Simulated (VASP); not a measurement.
**LiH: single point with PBE**

LiH:

```
Li H
1.0
     0.00000    2.03675    2.03675
     2.03675    0.00000    2.03675
     2.03675    2.03675    0.00000
Li H
1 1
Direct
  0.00000 0.00000 0.00000
  0.50000 0.50000 0.50000
```

```yaml
Program: VASP 6.6.1
Task: single point
Functional: PBE
Potentials_or_basis: VASP PAW PBE potentials, release 64 (Li_sv, H)
Cutoff: 520 eV
k_mesh: 11 × 11 × 11
Occupations: fermi-dirac, width 0.05 eV
Spin: no spin polarisation
```

The band gap on the k mesh is 3.20 eV, direct.

Levels at points of the mesh, in eV from the valence-band top:
| k point | band 1 | band 2 | band 3 | band 4 | band 5 |
| --- | --- | --- | --- | --- | --- |
| (0.00, 0.00, 0.00) | -44.30 | -5.21 | 15.51 | 17.44 | 17.44 |

It took 9.9 s on 1 thread of AMD EPYC 9R14 (Zen 4), on a shared host, peak memory 0.1 GiB.

 A k mesh can miss the band edges.
